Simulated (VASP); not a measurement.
# Zn (P6_3/mmc) in VASP: notebook, part 2 of 2

VASP 6.6.1. The steps go on from the part before.

## Step 5: Single point, r2SCAN (biaxial strain in the a-b plane: +3.0 %)

POSCAR

```
Zn
1.0
    2.6731164369      0.0000000000      0.0000000000
   -1.3365582185      2.3149867417      0.0000000000
    0.0000000000      0.0000000000      4.9008732098
Zn
2
Direct
    0.3333333333      0.6666666667      0.2500000000
    0.6666666667      0.3333333333      0.7500000000
```

INCAR.step1

```
  ALGO = Normal
  EDIFF = 1E-4
  ENCUT = 520
  GGA = PE
  ISMEAR = 0
  LASPH = T
  LCHARG = F
  LREAL = F
  LWAVE = T
  NBANDS = 19
  NELM = 60
  PREC = Accurate
  SIGMA = 0.1
```

INCAR.step2

```
  ALGO = Normal
  EDIFF = 1E-6
  ENCUT = 520
  ISIF = 2
  ISMEAR = 0
  ISTART = 1
  LASPH = T
  LCHARG = F
  LMIXTAU = T
  LREAL = F
  LWAVE = F
  METAGGA = R2SCAN
  NBANDS = 19
  NELM = 60
  PREC = Accurate
  SIGMA = 0.1
```

KPOINTS

```
k-points
0
Gamma
  24 24 10
```

Potentials or basis: VASP PAW PBE potentials, release 64 (Zn).

Run with:

```bash
> cat potpaw_PBE.64/Zn/POTCAR > POTCAR
> cp INCAR.step1 INCAR
> mpirun -np 1 vasp_std > vasp.out
> cp INCAR.step2 INCAR
> mpirun -np 1 vasp_std > vasp.out
```

OUTCAR:

```text
EDIFF = 1E-6
   ENCUT = 520
   ISIF = 2
   ISMEAR = 0
   ISTART = 1
   LASPH = T
   LREAL = F
   METAGGA = R2SCAN
   NELM = 60
   PREC = Accurate

 ion  position               nearest neighbor table
   1  0.333  0.667  0.250-   2 2.90   2 2.90   2 2.90   2 2.90   2 2.90   2 2.90
   2  0.667  0.333  0.750-   1 2.90   1 2.90   1 2.90   1 2.90   1 2.90   1 2.90

  LATTYP: Found a hexagonal cell.
 ALAT       =     2.6731164369
 C/A-ratio  =     1.8333930921

  Lattice vectors:

 A1 = (   2.6731164369,   0.0000000000,   0.0000000000)
 A2 = (  -1.3365582185,   2.3149867417,   0.0000000000)
 A3 = (   0.0000000000,   0.0000000000,   4.9008732098)

Analysis of symmetry for initial positions (statically):
=====================================================================
 Subroutine PRICEL returns:
 Original cell was already a primitive cell.

 Routine SETGRP: Setting up the symmetry group for a
 hexagonal supercell.

 Subroutine GETGRP returns: Found 24 space group operations
 (whereof 12 operations were pure point group operations)
 out of a pool of 24 trial point group operations.

The static configuration has the point symmetry D_3d.
 The point group associated with its full space group is D_6h.

Analysis of symmetry for dynamics (positions and initial velocities):
=====================================================================
 Subroutine PRICEL returns:
 Original cell was already a primitive cell.

 Routine SETGRP: Setting up the symmetry group for a
 hexagonal supercell.

 Subroutine GETGRP returns: Found 24 space group operations
 (whereof 12 operations were pure point group operations)
 out of a pool of 24 trial point group operations.

The dynamic configuration has the point symmetry D_3d.
 The point group associated with its full space group is D_6h.

 Subroutine INISYM returns: Found 24 space group operations
 (whereof 12 operations are pure point group operations),
 and found     1 'primitive' translations

----------------------------------------------------------------------------------------

                                     Primitive cell

  volume of cell :      30.3277

  direct lattice vectors                    reciprocal lattice vectors
     2.673116437  0.000000000  0.000000000     0.374095189  0.215983958  0.000000000
    -1.336558219  2.314986742  0.000000000     0.000000000  0.431967917  0.000000000
     0.000000000  0.000000000  4.900873210     0.000000000  0.000000000  0.204045271

  length of vectors
     2.673116437  2.673116437  4.900873210     0.431967917  0.431967917  0.204045271

  position of ions in fractional coordinates (direct lattice)
     0.333333333  0.666666667  0.250000000
     0.666666667  0.333333333  0.750000000

  ion indices of the primitive-cell ions
   primitive index   ion index
                 1           1
                 2           2

----------------------------------------------------------------------------------------

 KPOINTS: k-points

Automatic generation of k-mesh.
 Grid dimensions read from file:
 generate k-points for:   24   24   10

 Generating k-lattice:

  Cartesian coordinates                     Fractional coordinates (reciprocal lattice)
     0.015587300  0.008999332  0.000000000     0.041666667  0.000000000  0.000000000
     0.000000000  0.017998663  0.000000000     0.000000000  0.041666667  0.000000000
     0.000000000  0.000000000  0.020404527     0.000000000  0.000000000  0.100000000

  Length of vectors
     0.017998663  0.017998663  0.020404527

  Shift w.r.t. Gamma in fractional coordinates (k-lattice)
     0.000000000  0.000000000  0.000000000

 Subroutine IBZKPT returns following result:
 ===========================================

 Found    366 irreducible k-points:

 Following reciprocal coordinates:
            Coordinates               Weight
  0.000000  0.000000  0.000000      1.000000
  0.041667 -0.000000  0.000000      6.000000
  0.083333  0.000000  0.000000      6.000000
  0.125000  0.000000  0.000000      6.000000
  0.166667  0.000000  0.000000      6.000000
  0.208333 -0.000000  0.000000      6.000000
[... 16 lines left out ...]
  0.416667  0.041667  0.000000     12.000000
  0.458333  0.041667  0.000000     12.000000
 [... further k-points ...]
   k-points           NKPTS =    366   k-points in BZ     NKDIM =    366   number of bands    NBANDS=     19
   number of dos      NEDOS =    301   number of ions     NIONS =      2
   total plane-waves  NPLWV =  14400
   dimension x,y,z NGX =    20 NGY =   20 NGZ =   36
   dimension x,y,z NGXF=    40 NGYF=   40 NGZF=   72
   ions per type =               2
   NGX,Y,Z   is equivalent  to a cutoff of  12.44, 12.44, 12.21 a.u.
   NGXF,Y,Z  is equivalent  to a cutoff of  24.88, 24.88, 24.42 a.u.
 SYSTEM =  unknown system
   PREC   = accura    normal or accurate (medium, high low for compatibility)
   ISTART =      1    job   : 0-new  1-cont  2-samecut
   ICHARG =      0    charge: 1-file 2-atom 10-const
   ISPIN  =      1    spin polarized calculation?
   LNONCOLLINEAR =      F non collinear calculations
   LSORBIT =      F    spin-orbit coupling
   LASPH  =      T    aspherical Exc in radial PAW
   ENCUT  =  520.0 eV  38.22 Ry    6.18 a.u.   4.97  4.97  9.11*2*pi/ulx,y,z
   NELM   =     60;   NELMIN=  2; NELMDL=  0     # of ELM steps
   EDIFF  = 0.1E-05   stopping-criterion for ELM
   LREAL  =      F    real-space projection
   EDIFFG = 0.1E-04   stopping-criterion for IOM
   NSW    =      0    number of steps for IOM
   IBRION =     -1    ionic relax: 0-MD 1-quasi-New 2-CG
   NFREE  =      0    steps in history (QN), initial steepest desc. (CG)
   ISIF   =      2    stress and relaxation
   ISYM   =      2    0-nonsym 1-usesym 2-fastsym
   POTIM  = 0.5000    time-step for ionic-motion
   TEBEG  =    0.0;   TEEND  =   0.0 temperature during run
   PSTRESS=    0.0 pullay stress
   NELECT =      24.0000    total number of electrons
   NUPDOWN=      -1.0000    fix difference up-down
   EMIN   =  10.00;   EMAX   =-10.00  energy-range for DOS
   EFERMI =   0.00;   METHOD = LEGACY
   ISMEAR =     0;   SIGMA  =   0.10  broadening in eV -4-tet -1-fermi 0-gaus
   EFERMI_NEDOS =   21; number of points for ismear=-14 and -15
   IALGO  =     38    algorithm
   IMIX   =      4    mixing-type and parameters
     AMIX     =   0.40;   BMIX     =  1.00
     AMIX_MAG =   1.60;   BMIX_MAG =  1.00
  volume/ion in A,a.u.               =      15.16       102.33
  Fermi-wavevector in a.u.,A,eV,Ry     =   1.514254  2.861524 31.197671  2.292964
  Thomas-Fermi vector in A             =   2.623936
   LORBIT       =      0    0 simple, 1 ext, 2 COOP (PROOUT), +10 PAW based schemes
   METAGGA = R2SCAN    functional components
   LHFCALC =     F    Hartree Fock is set to
   AEXX    =    0.0000 exact exchange contribution
   IVDW    =     0    specifies the selected vdW correction
   LEPSILON=     F    determine dielectric tensor
   LRPA    =     F    only Hartree local field effects (RPA)
 non-spin polarized calculation
 Gauss-broadening in eV      SIGMA  =   0.10
  energy-cutoff  :      520.00
  volume of cell :       30.33
 maximum number of plane-waves:       843
 NGX is ok and might be reduce to    20
   NGX =  9   NGY =  9   NGZ = 19

 number of electron      23.9999996 magnetization

 Free energy of the ion-electron system (eV)
  ---------------------------------------------------
  ext. energy  EPLUGINS =         0.00000000
  ---------------------------------------------------
  free energy    TOTEN  =       -17.77590678 eV

  energy without entropy =      -17.77387866  energy(sigma->0) =      -17.77489272

 E-fermi :   3.0682     XC(G=0): -12.6531

 val. band max:        3.0515459314   @ k =   0.2917   0.1250   0.0000
 cond. band min:       3.0919244516   @ k =   0.3333   0.2917   0.1000
 fundamental gap:      0.0403785202
 Fermi energy:         3.0681902719

 k-point     1 :       0.0000    0.0000    0.0000
  band No.  band energies     occupation
      1      -7.8836      2.00000
      2      -5.9509      2.00000
      3      -5.2144      2.00000
      4      -4.9889      2.00000
      5      -4.9888      2.00000
      6      -4.9343      2.00000
[... 11 lines left out ...]
     18      22.8410      0.00000
     19      22.8410      0.00000
[... 485 lines left out ...]
 k-point    24 :       0.4583    0.0417    0.0000
  band No.  band energies     occupation
      1      -5.7340      2.00000
      2      -5.6375      2.00000
      3      -5.4999      2.00000
      4      -4.9987      2.00000
      5      -4.8689      2.00000
      6      -4.8442      2.00000
[... 11 lines left out ...]
     18      18.4475      0.00000
     19      18.7982      0.00000

 [... further k-points ...]

------------------------ aborting loop because EDIFF is reached ----------------------------------------

  FORCE on cell =-STRESS in cart. coord.  units (eV):
  Direction    XX          YY          ZZ          XY          YZ          ZX
  --------------------------------------------------------------------------------------
  -------------------------------------------------------------------------------------
  Total       -1.0347292     -1.0347292     -0.2840186      0.0000000     -0.0000000      0.0000000
  in kB      -54.6635000    -54.6635000    -15.0043616      0.0000000     -0.0000000      0.0000000
  external PRESSURE =     -41.4437872 kB  Pullay stress =       0.0000000 kB

 VOLUME and BASIS-vectors are now :
 -----------------------------------------------------------------------------
  energy-cutoff  :      520.00
  volume of cell :       30.33
      direct lattice vectors                 reciprocal lattice vectors
     2.673116437  0.000000000  0.000000000     0.374095189  0.215983958  0.000000000
    -1.336558219  2.314986742  0.000000000     0.000000000  0.431967917  0.000000000
     0.000000000  0.000000000  4.900873210     0.000000000  0.000000000  0.204045271

 POSITION                                       TOTAL-FORCE (eV/Angst)
 -----------------------------------------------------------------------------------
     -0.00000      1.54332      1.22522         0.000000     -0.000000      0.000000
      1.33656      0.77166      3.67565         0.000000      0.000000      0.000000
 -----------------------------------------------------------------------------------
    total drift:                               -0.000000      0.000000      0.000000

  FREE ENERGIE OF THE ION-ELECTRON SYSTEM (eV)
  ---------------------------------------------------
  free  energy   TOTEN  =       -17.7759067789 eV

  energy  without entropy=      -17.7738786639  energy(sigma->0) =      -17.77489272
```

OUTCAR.step1:

```text
EDIFF = 1E-4
   ENCUT = 520
   GGA = PE
   ISMEAR = 0
   LASPH = T
[... 752 lines left out ...]
 -----------------------------------------------------------------------------------
     -0.00000      1.54332      1.22522         0.000000     -0.000000     -0.000000
      1.33656      0.77166      3.67565        -0.000000      0.000000      0.000000
 -----------------------------------------------------------------------------------
    total drift:                               -0.000000      0.000000      0.000000

  FREE ENERGIE OF THE ION-ELECTRON SYSTEM (eV)
  ---------------------------------------------------
  free  energy   TOTEN  =        -2.2121023530 eV

  energy  without entropy=       -2.2099207402  energy(sigma->0) =       -2.21101155
```

Wall time 9.9 min (1 thread of Intel Xeon Platinum 8259CL at 2.50GHz (Skylake/Cascade Lake), shared host); peak memory 0.28 GiB.

Results:

| Property | Result |
| --- | --- |
| Free energy | -17.7759 eV |
| Pressure | -4.1 GPa |
| Band gap on the k mesh | zero (bands 12 and 13 overlap by 4.38 eV) |

Stress tensor (GPa, compression positive):
```
-5.47  0.00  0.00
 0.00 -5.47  0.00
 0.00  0.00 -1.50
```

Levels at points of the mesh, in eV from the Fermi level:
| k point | band 8 | band 9 | band 10 | band 11 | band 12 | band 13 | band 14 | band 15 | band 16 | band 17 |
| --- | --- | --- | --- | --- | --- | --- | --- | --- | --- | --- |
| (0.00, 0.00, 0.00) | -7.69 | -7.69 | -7.47 | -7.47 | -3.82 | -3.04 | 14.78 | 18.14 | 18.14 | 18.21 |
| (0.50, 0.00, 0.00) | -7.48 | -7.29 | -7.27 | -3.12 | -2.37 | 2.84 | 3.68 | 4.45 | 5.91 | 10.52 |
| (0.00, 0.00, 0.50) | -8.00 | -7.56 | -7.56 | -7.56 | -7.56 | 5.03 | 5.03 | 19.56 | 19.56 | 19.56 |
| (0.50, 0.00, 0.50) | -7.49 | -7.28 | -7.28 | -2.10 | -2.10 | 0.13 | 0.13 | 10.89 | 10.89 | 12.45 |

Caveat: the cell differs from its parent crystal (biaxial strain in the a-b plane: +3.0 %); the cell stands under tension; the PAW data sets were made with another functional, which shifts forces and pressure a little.

## Step 6: Summary

| cell | gap on the mesh (eV) | pressure (GPa) |
| --- | --- | --- |
| a = 2.611, b = 2.611, c = 4.841 Å, angles 90.0, 90.0, 120.0°, 2 atoms | none | 1.1 |
| a = 2.615, b = 2.615, c = 4.841 Å, angles 90.0, 90.0, 120.0°, 2 atoms | none | 0.8 |
| a = 2.607, b = 2.607, c = 4.891 Å, angles 90.0, 90.0, 120.0°, 2 atoms | none | 0.8 |
| a = 2.673, b = 2.673, c = 4.901 Å, angles 90.0, 90.0, 120.0°, 2 atoms | none | -4.1 |

Alike in all rows: task single point; level r2SCAN; potentials or basis VASP PAW PBE potentials, release 64 (Zn); no spin polarisation; k mesh 24 × 24 × 10; cutoff (eV) 520; smearing gaussian 0.1 eV.

Caveats: the PAW data sets were made with another functional, which shifts forces and pressure a little; the cell stands under tension (at least some runs).

Total energies depend on the potentials used, so only differences within one code and one set of settings carry meaning.

The gap in the log of VASP goes by the Fermi energy; the results here count the filled bands.